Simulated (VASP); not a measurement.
# Ga2GeO3 (P4/mmm) in VASP: further runs

The runs below take Ga2GeO3 through single point, with PBE.

Everything below comes from runs of VASP 6.6.1. Logs are shortened: lines on timing, memory, paths and dates and some standing lists are left out, and cuts for length are marked.

## Step 1: The cell of the first run

Symmetry: P4/mmm, No. 123, tetragonal system. Conventional cell: a = 3.491 Å, b = 3.491 Å, c = 8.228 Å, α = 90.00°, β = 90.00°, γ = 90.00°. Ga (site symmetry 4mm) has 1 O at 1.34 Å within 1.8 Å. Within 3.3 Å of Ge (site symmetry 4/mmm) lie 12 O at 2.47 to 3.00 Å. O (site symmetry 4/mmm) has 2 O at 1.71 Å within 2.3 Å. O (site symmetry 4mm) has 1 Ga at 1.34 Å and 1 O at 1.71 Å within 1.8 Å.

## Step 2: Single point, PBE

Contents of INCAR:

```
  PREC = Accurate
  ENCUT = 520
  EDIFF = 1E-6
  ISMEAR = 0
  SIGMA = 0.1
  LREAL = F
  LASPH = T
  NELM = 80
  ALGO = Normal
  ISIF = 2
  LWAVE = F
  LCHARG = F
  GGA = PE
  NBANDS = 38
```

Contents of KPOINTS:

```
regular mesh
0
Gamma
  6 6 2
```

Contents of POSCAR:

```
Ga2GeO3
1.0
    3.4908374300      0.0000000000      0.0000000000
    0.0000000000      3.4908374300      0.0000000000
    0.0000000000      0.0000000000      8.2278414500
Ga Ge O
2 1 3
Direct
    0.0000000000      0.0000000000      0.3707086000
    0.0000000000      0.0000000000      0.6292914000
    0.5000000000      0.5000000000      0.0000000000
    0.0000000000      0.0000000000      0.0000000000
    0.0000000000      0.0000000000      0.7927285000
    0.0000000000      0.0000000000      0.2072715000
```

Potentials or basis: VASP PAW PBE potentials, release 64 (Ga_d, Ge_d, O).

Launch:

```sh
> cat potpaw_PBE.64/Ga_d/POTCAR potpaw_PBE.64/Ge_d/POTCAR potpaw_PBE.64/O/POTCAR > POTCAR
> mpirun -np 1 vasp_std > vasp.out
```

OUTCAR:

```text
PREC = Accurate
   ENCUT = 520
   EDIFF = 1E-6
   ISMEAR = 0
   LREAL = F
   LASPH = T
   NELM = 80
   ISIF = 2
   GGA = PE

 ion  position               nearest neighbor table
   1  0.000  0.000  0.371-   6 1.34   2 2.13
   2  0.000  0.000  0.629-   5 1.34   1 2.13
   3  0.500  0.500  0.000-
   4  0.000  0.000  0.000-   5 1.71   6 1.71
   5  0.000  0.000  0.793-   2 1.34   4 1.71
   6  0.000  0.000  0.207-   1 1.34   4 1.71

  LATTYP: Found a simple tetragonal cell.
 ALAT       =     3.4908374300
 C/A-ratio  =     2.3569821325

  Lattice vectors:

 A1 = (   3.4908374300,   0.0000000000,   0.0000000000)
 A2 = (   0.0000000000,   3.4908374300,   0.0000000000)
 A3 = (   0.0000000000,   0.0000000000,   8.2278414500)

Analysis of symmetry for initial positions (statically):
=====================================================================
 Subroutine PRICEL returns:
 Original cell was already a primitive cell.

 Routine SETGRP: Setting up the symmetry group for a
 simple tetragonal supercell.

 Subroutine GETGRP returns: Found 16 space group operations
 (whereof 16 operations were pure point group operations)
 out of a pool of 16 trial point group operations.

The static configuration has the point symmetry D_4h.

Analysis of symmetry for dynamics (positions and initial velocities):
=====================================================================
 Subroutine PRICEL returns:
 Original cell was already a primitive cell.

 Routine SETGRP: Setting up the symmetry group for a
 simple tetragonal supercell.

 Subroutine GETGRP returns: Found 16 space group operations
 (whereof 16 operations were pure point group operations)
 out of a pool of 16 trial point group operations.

The dynamic configuration has the point symmetry D_4h.

 Subroutine INISYM returns: Found 16 space group operations
 (whereof 16 operations are pure point group operations),
 and found     1 'primitive' translations

----------------------------------------------------------------------------------------

                                     Primitive cell

  volume of cell :     100.2640

  direct lattice vectors                    reciprocal lattice vectors
     3.490837430  0.000000000  0.000000000     0.286464214  0.000000000  0.000000000
     0.000000000  3.490837430  0.000000000     0.000000000  0.286464214  0.000000000
     0.000000000  0.000000000  8.227841450     0.000000000  0.000000000  0.121538560

  length of vectors
     3.490837430  3.490837430  8.227841450     0.286464214  0.286464214  0.121538560

  position of ions in fractional coordinates (direct lattice)
     0.000000000  0.000000000  0.370708600
     0.000000000  0.000000000  0.629291400
     0.500000000  0.500000000  0.000000000
     0.000000000  0.000000000  0.000000000
     0.000000000  0.000000000  0.792728500
     0.000000000  0.000000000  0.207271500

  ion indices of the primitive-cell ions
   primitive index   ion index
                 1           1
                 2           2
                 3           3
                 4           4
                 5           5
                 6           6

----------------------------------------------------------------------------------------

 KPOINTS: regular mesh

Automatic generation of k-mesh.
 Grid dimensions read from file:
 generate k-points for:    6    6    2

 Generating k-lattice:

  Cartesian coordinates                     Fractional coordinates (reciprocal lattice)
     0.047744036  0.000000000  0.000000000     0.166666667  0.000000000  0.000000000
     0.000000000  0.047744036  0.000000000     0.000000000  0.166666667  0.000000000
     0.000000000  0.000000000  0.060769280     0.000000000  0.000000000  0.500000000

  Length of vectors
     0.047744036  0.047744036  0.060769280

  Shift w.r.t. Gamma in fractional coordinates (k-lattice)
     0.000000000  0.000000000  0.000000000

 Subroutine IBZKPT returns following result:
 ===========================================

 Found     20 irreducible k-points:

 Following reciprocal coordinates:
            Coordinates               Weight
  0.000000  0.000000  0.000000      1.000000
  0.166667  0.000000  0.000000      4.000000
  0.333333  0.000000  0.000000      4.000000
  0.500000  0.000000  0.000000      2.000000
  0.166667  0.166667  0.000000      4.000000
  0.333333  0.166667  0.000000      8.000000
[... 12 lines left out ...]
  0.500000  0.333333  0.500000      4.000000
  0.500000  0.500000  0.500000      1.000000
   k-points           NKPTS =     20   k-points in BZ     NKDIM =     20   number of bands    NBANDS=     38
   number of dos      NEDOS =    301   number of ions     NIONS =      6
   total plane-waves  NPLWV =  50176
   dimension x,y,z NGX =    28 NGY =   28 NGZ =   64
   dimension x,y,z NGXF=    56 NGYF=   56 NGZF=  128
   ions per type =               2   1   3
   NGX,Y,Z   is equivalent  to a cutoff of  13.33, 13.33, 12.93 a.u.
   NGXF,Y,Z  is equivalent  to a cutoff of  26.67, 26.67, 25.86 a.u.
 SYSTEM =  unknown system
   PREC   = accura    normal or accurate (medium, high low for compatibility)
   ISTART =      0    job   : 0-new  1-cont  2-samecut
   ICHARG =      2    charge: 1-file 2-atom 10-const
   ISPIN  =      1    spin polarized calculation?
   LNONCOLLINEAR =      F non collinear calculations
   LSORBIT =      F    spin-orbit coupling
   LASPH  =      T    aspherical Exc in radial PAW
   ENCUT  =  520.0 eV  38.22 Ry    6.18 a.u.   6.49  6.49 15.30*2*pi/ulx,y,z
   NELM   =     80;   NELMIN=  2; NELMDL= -5     # of ELM steps
   EDIFF  = 0.1E-05   stopping-criterion for ELM
   LREAL  =      F    real-space projection
   EDIFFG = 0.1E-04   stopping-criterion for IOM
   NSW    =      0    number of steps for IOM
   IBRION =     -1    ionic relax: 0-MD 1-quasi-New 2-CG
   NFREE  =      0    steps in history (QN), initial steepest desc. (CG)
   ISIF   =      2    stress and relaxation
   ISYM   =      2    0-nonsym 1-usesym 2-fastsym
   POTIM  = 0.5000    time-step for ionic-motion
   TEBEG  =    0.0;   TEEND  =   0.0 temperature during run
   PSTRESS=    0.0 pullay stress
   NELECT =      58.0000    total number of electrons
   NUPDOWN=      -1.0000    fix difference up-down
   EMIN   =  10.00;   EMAX   =-10.00  energy-range for DOS
   EFERMI =   0.00;   METHOD = LEGACY
   ISMEAR =     0;   SIGMA  =   0.10  broadening in eV -4-tet -1-fermi 0-gaus
   EFERMI_NEDOS =   21; number of points for ismear=-14 and -15
   IALGO  =     38    algorithm
   IMIX   =      4    mixing-type and parameters
     AMIX     =   0.40;   BMIX     =  1.00
     AMIX_MAG =   1.60;   BMIX_MAG =  1.00
  volume/ion in A,a.u.               =      16.71       112.77
  Fermi-wavevector in a.u.,A,eV,Ry     =   1.364067  2.577713 25.316080  1.860679
  Thomas-Fermi vector in A             =   2.490415
   LORBIT       =      0    0 simple, 1 ext, 2 COOP (PROOUT), +10 PAW based schemes
   GGA     = PE    functional components
   LHFCALC =     F    Hartree Fock is set to
   AEXX    =    0.0000 exact exchange contribution
   IVDW    =     0    specifies the selected vdW correction
   LEPSILON=     F    determine dielectric tensor
   LRPA    =     F    only Hartree local field effects (RPA)
 non-spin polarized calculation
 Gauss-broadening in eV      SIGMA  =   0.10
  energy-cutoff  :      520.00
  volume of cell :      100.26
 maximum number of plane-waves:      2742
 NGX is ok and might be reduce to    28
   NGX = 13   NGY = 13   NGZ = 31

 number of electron      57.9999981 magnetization

 Free energy of the ion-electron system (eV)
  ---------------------------------------------------
  ext. energy  EPLUGINS =         0.00000000
  ---------------------------------------------------
  free energy    TOTEN  =       -14.75304145 eV

  energy without entropy =      -14.74499364  energy(sigma->0) =      -14.74901755

 E-fermi :   4.1800     XC(G=0):  -9.6408

 val. band max:        4.0514761853   @ k =   0.1667   0.1667   0.5000
 cond. band min:       4.2388486198   @ k =   0.3333   0.1667   0.0000
 fundamental gap:      0.1873724345
 Fermi energy:         4.1800330355

 k-point     1 :       0.0000    0.0000    0.0000
  band No.  band energies     occupation
      1     -22.2475      2.00000
      2     -22.2193      2.00000
      3     -22.1941      2.00000
      4     -22.1906      2.00000
      5     -22.1906      2.00000
      6     -19.4887      2.00000
[... 30 lines left out ...]
     37       9.9806      0.00000
     38      11.6796      0.00000

 k-point     2 :       0.1667    0.0000    0.0000
  band No.  band energies     occupation
      1     -22.2442      2.00000
      2     -22.2215      2.00000
      3     -22.1924      2.00000
      4     -22.1907      2.00000
      5     -22.1905      2.00000
      6     -19.4706      2.00000
[... 30 lines left out ...]
     37      10.7373      0.00000
     38      11.3733      0.00000

 k-point     3 :       0.3333    0.0000    0.0000
  band No.  band energies     occupation
      1     -22.2380      2.00000
      2     -22.2260      2.00000
      3     -22.1960      2.00000
      4     -22.1902      2.00000
      5     -22.1836      2.00000
      6     -19.4343      2.00000
[... 30 lines left out ...]
     37      10.1826      0.00000
     38      12.6465      0.00000

 k-point     4 :       0.5000    0.0000    0.0000
  band No.  band energies     occupation
      1     -22.2351      2.00000
      2     -22.2282      2.00000
      3     -22.1978      2.00000
      4     -22.1901      2.00000
      5     -22.1798      2.00000
      6     -19.4159      2.00000
[... 30 lines left out ...]
     37      11.3569      0.00000
     38      12.0956      0.00000
[... 539 lines left out ...]
      4     -22.1944      2.00000
      5     -22.1785      2.00000
      6     -19.2062      2.00000
[... 30 lines left out ...]
     37      10.0467      0.00000
     38      10.5029      0.00000

 k-point    19 :       0.5000    0.3333    0.5000
  band No.  band energies     occupation
      1     -22.2510      2.00000
      2     -22.2227      2.00000
      3     -22.1962      2.00000
      4     -22.1942      2.00000
      5     -22.1765      2.00000
      6     -19.1863      2.00000
[... 30 lines left out ...]
     37       9.0311      0.00000
     38      11.0217      0.00000

 k-point    20 :       0.5000    0.5000    0.5000
  band No.  band energies     occupation
      1     -22.2585      2.00000
      2     -22.2189      2.00000
      3     -22.1956      2.00000
      4     -22.1956      2.00000
      5     -22.1750      2.00000
      6     -19.1664      2.00000
[... 30 lines left out ...]
     37       8.5047      0.00000
     38       9.8399      0.00000

------------------------ aborting loop because EDIFF is reached ----------------------------------------

  FORCE on cell =-STRESS in cart. coord.  units (eV):
  Direction    XX          YY          ZZ          XY          YZ          ZX
  --------------------------------------------------------------------------------------
  -------------------------------------------------------------------------------------
  Total       -2.6553963     -2.6553963    101.3467626      0.0000000      0.0000000      0.0000000
  in kB      -42.4321229    -42.4321229   1619.4789244      0.0000000      0.0000000      0.0000000
  external PRESSURE =     511.5382262 kB  Pullay stress =       0.0000000 kB

 VOLUME and BASIS-vectors are now :
 -----------------------------------------------------------------------------
  energy-cutoff  :      520.00
  volume of cell :      100.26
      direct lattice vectors                 reciprocal lattice vectors
     3.490837430  0.000000000  0.000000000     0.286464214  0.000000000  0.000000000
     0.000000000  3.490837430  0.000000000     0.000000000  0.286464214  0.000000000
     0.000000000  0.000000000  8.227841450     0.000000000  0.000000000  0.121538560

 POSITION                                       TOTAL-FORCE (eV/Angst)
 -----------------------------------------------------------------------------------
      0.00000      0.00000      3.05013         0.000000      0.000000     28.666504
      0.00000      0.00000      5.17771        -0.000000      0.000000    -28.666504
      1.74542      1.74542      0.00000         0.000000      0.000000     -0.000000
      0.00000      0.00000      0.00000         0.000000      0.000000     -0.000000
      0.00000      0.00000      6.52244         0.000000      0.000000     28.343744
      0.00000      0.00000      1.70540        -0.000000     -0.000000    -28.343744
 -----------------------------------------------------------------------------------
    total drift:                               -0.000000      0.000000      0.000000

  FREE ENERGIE OF THE ION-ELECTRON SYSTEM (eV)
  ---------------------------------------------------
  free  energy   TOTEN  =       -14.7530414539 eV

  energy  without entropy=      -14.7449936425  energy(sigma->0) =      -14.74901755
```

Wall time 78 s (1 thread of Intel Xeon Platinum 8375C at 2.90GHz (Ice Lake), shared host); peak memory 0.24 GiB.

Results:

| Item | Value |
| --- | --- |
| Free energy | -14.7530 eV |
| Pressure | 51.2 GPa |
| Largest force | 28.667 eV/Å |
| Band gap on the k mesh | zero (band 29 reaches 4.49 eV, above the bottom of band 30 at 3.53 eV) |

Forces in eV/Å, atoms in the order of the input:
```
Ga    0.000   0.000  28.667
Ga    0.000   0.000 -28.667
Ge    0.000   0.000   0.000
O     0.000   0.000   0.000
O     0.000   0.000  28.344
O     0.000   0.000 -28.344
```

Stress tensor (GPa, compression positive):
```
 -4.24   0.00   0.00
  0.00  -4.24   0.00
  0.00   0.00 161.95
```

Levels at points of the mesh, in eV from the Fermi level:
```tsv
k point	band 26	band 27	band 28	band 29	band 30	band 31	band 32	band 33
(0.00, 0.00, 0.00)	-3.92	-3.51	-3.51	-1.73	0.20	3.06	3.99	4.25
(0.50, 0.00, 0.00)	-3.73	-3.28	-2.75	-0.89	-0.62	0.09	0.78	2.48
(0.50, 0.50, 0.00)	-4.55	-4.55	-3.46	0.18	0.29	0.29	0.63	2.90
(0.00, 0.00, 0.50)	-4.81	-3.34	-3.34	-0.81	1.03	1.36	4.17	4.17
(0.50, 0.00, 0.50)	-4.69	-3.14	-2.66	-1.35	-0.65	0.78	1.39	2.48
(0.50, 0.50, 0.50)	-4.90	-4.12	-4.12	0.06	0.06	0.11	1.44	2.90
```

Caveat: the k points lie up to 0.38 Å⁻¹ apart; forces of over 1 eV/Å act on the atoms, so gaps and moduli don't describe the material at rest.

## Step 3: Single point, PBE

This run uses another cell than the first one, of 18.25 Å³/atom, 1.092 times its volume.

Contents of INCAR:

```
  PREC = Accurate
  ENCUT = 520
  EDIFF = 1E-6
  ISMEAR = 0
  SIGMA = 0.1
  LREAL = False
  LASPH = True
  NELM = 100
  ALGO = Normal
  ISIF = 2
  LWAVE = False
  LCHARG = True
  GGA = PE
  LELF = True
  LVHAR = True
  NBANDS = 38
```

KPOINTS is that of step 2.

Contents of POSCAR:

```
Ga2GeO3
1.0
    3.1213112335      0.0000000000      0.0000000000
    0.0000000000      3.1213112335      0.0000000000
    0.0000000000      0.0000000000     11.2420340314
Ga Ge O
2 1 3
Direct
    0.0000000000      0.0000000000      0.3931776269
    0.0000000000      0.0000000000      0.6068223731
    0.5000000000      0.5000000000      0.0000000000
    0.0000000000      0.0000000000      0.0000000000
    0.0000000000      0.0000000000      0.7557799285
    0.0000000000      0.0000000000      0.2442200715
```

Potentials or basis: VASP PAW PBE potentials, release 64 (Ga_d, Ge_d, O).

Launch:

```sh
> cat potpaw_PBE.64/Ga_d/POTCAR potpaw_PBE.64/Ge_d/POTCAR potpaw_PBE.64/O/POTCAR > POTCAR
> mpirun -np 1 vasp_std > vasp.out
```

It took 77 s on 1 thread of Intel Xeon Platinum 8375C at 2.90GHz (Ice Lake), shared host; peak memory 0.24 GiB.

It converged, with:

- Free energy: -25.9852 eV
- Pressure: 0.2 GPa
- Largest force: 0.019 eV/Å
- Band gap on the k mesh: zero (band 29 reaches 1.60 eV, above the bottom of band 30 at 1.43 eV)

Forces on the atoms (eV/Å):
```
Ga   0.000  0.000 -0.019
Ga   0.000  0.000  0.019
Ge   0.000  0.000  0.000
O    0.000  0.000  0.000
O    0.000  0.000  0.004
O    0.000  0.000 -0.004
```

Levels at points of the mesh, in eV from the Fermi level:
```tsv
k point	band 25	band 26	band 27	band 28	band 29	band 30	band 31	band 32	band 33	band 34
(0.00, 0.00, 0.00)	-2.79	-0.58	-0.58	-0.54	-0.54	0.30	3.26	4.73	6.39	6.39
(0.50, 0.00, 0.00)	-2.41	-1.89	-0.73	-0.40	-0.37	1.39	1.47	1.99	2.45	2.51
(0.50, 0.50, 0.00)	-2.41	-2.02	-2.02	-1.83	-1.43	0.65	0.65	3.49	3.67	3.67
(0.00, 0.00, 0.50)	-2.03	-0.59	-0.59	-0.53	-0.53	0.06	3.06	5.23	6.39	6.39
(0.50, 0.00, 0.50)	-2.50	-1.40	-0.86	-0.40	-0.36	1.33	1.73	2.00	2.11	2.61
(0.50, 0.50, 0.50)	-2.43	-2.35	-1.99	-1.99	-1.09	0.64	0.64	3.47	3.69	3.69
```
